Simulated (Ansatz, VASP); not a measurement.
# Two plane-wave programs on KPtBr3

Contents of POSCAR:

```
KPtBr3
1.0
    3.6581560000      6.3361090000      0.0000000000
   -3.6581560000      6.3361090000      0.0000000000
    0.0000000000      0.0000000000      6.2492650000
Pt K Br
2 2 6
Direct
    0.0000000000      0.0000000000      0.0000000000
    0.0000000000      0.0000000000      0.5000000000
    0.3333000000      0.3334000000      0.7500000000
    0.6666000000      0.6667000000      0.2500000000
    0.1570000000      0.6860000000      0.2500000000
    0.3140000000      0.8430000000      0.7500000000
    0.1570000000      0.1570000000      0.2500000000
    0.8430000000      0.3140000000      0.7500000000
    0.6860000000      0.1570000000      0.2500000000
    0.8430000000      0.8430000000      0.7500000000
```

File INCAR.step1:

```
PREC     = Accurate       # precision mode
ENCUT    = 630            # plane-wave cutoff, eV
ISMEAR   = -1             # smearing method
SIGMA    = 0.1            # smearing width, eV
LREAL    = False          # projectors in reciprocal space
LASPH    = True           # aspherical terms in the spheres
NELM     = 120            # most SCF steps
NBANDS   = 59             # bands
GGA      = PE             # functional
ALGO     = Normal         # electronic algorithm
EDIFF    = 1E-5           # SCF threshold, eV
LWAVE    = True           # write WAVECAR
LCHARG   = False          # write CHGCAR
GGA_COMPAT= False
```

File INCAR.step2:

```
PREC     = Accurate       # precision mode
ENCUT    = 630            # plane-wave cutoff, eV
EDIFF    = 1E-6           # SCF threshold, eV
ISMEAR   = -1             # smearing method
SIGMA    = 0.1            # smearing width, eV
LREAL    = False          # projectors in reciprocal space
LASPH    = True           # aspherical terms in the spheres
NELM     = 120            # most SCF steps
ALGO     = Normal         # electronic algorithm
ISIF     = 2              # what is computed and relaxed
LWAVE    = False          # write WAVECAR
LCHARG   = False          # write CHGCAR
METAGGA  = R2SCAN         # meta-GGA
LMIXTAU  = True         
NBANDS   = 59             # bands
ISTART   = 1            
GGA_COMPAT= False
```

File KPOINTS:

```
regular mesh
0
Gamma
  3 3 3
```

Input for Ansatz:

```yaml
crystal:
  lattice:
    - [3.658156, 6.336109, 0.0]
    - [-3.658156, 6.336109, 0.0]
    - [0.0, 0.0, 6.249265]
  atoms:
    - { symbol: Pt, position: [0.0, 0.0, 0.0] }
    - { symbol: Pt, position: [0.0, 0.0, 0.5] }
    - { symbol: K, position: [0.3333, 0.3334, 0.75] }
    - { symbol: K, position: [0.6666, 0.6667, 0.25] }
    - { symbol: Br, position: [0.157, 0.686, 0.25] }
    - { symbol: Br, position: [0.314, 0.843, 0.75] }
    - { symbol: Br, position: [0.157, 0.157, 0.25] }
    - { symbol: Br, position: [0.843, 0.314, 0.75] }
    - { symbol: Br, position: [0.686, 0.157, 0.25] }
    - { symbol: Br, position: [0.843, 0.843, 0.75] }
  symmetry: { tolerance: 0.0003 }
kpoints:
  mp_grid: { grid: [3, 3, 3], shift: [0, 0, 0] }
magnetization:
  spin_polarized: false
scf:
  occupations: { method: fermi_dirac }
hamiltonian:
  pseudopotentials: { kind: paw }
  xc: r2scan
basis:
  ecutwfc: 500
output:
  forces: true
  stress: true
  eigenvalues: true
```

Alike in both runs: task single point; functional r2SCAN; k mesh 3 × 3 × 3; no spin polarisation.

|  | VASP | Ansatz |
| --- | --- | --- |
| version | VASP 6.6.1 | Ansatz 0.2.0 |
| potentials or method | VASP PAW PBE potentials, release 64 (Pt_sv_GW, K_sv, Br), cutoff 630 eV | PAW plane waves |
| occupations | fermi-dirac, width 0.1 eV | fermi-dirac |
| valence electrons in the cell | 96 | 96 |

|  | VASP | Ansatz | Ansatz less VASP |
| --- | --- | --- | --- |
| pressure (GPa) | 5.1 | 5.2 | +0.10 |
| traceless stress, the component that is largest in VASP (GPa) | 0.78 | 0.78 | -0.001 |
| rms of the force components (eV/Å) | 0.801 | 0.804 | +0.0032 |

VASP's potentials were made for PBE, not for r2SCAN. Atom by atom the forces differ by 0.003 eV/Å (rms over components). Ansatz's warnings: structure snapped to symmetry.

Spin-orbit coupling is off throughout.
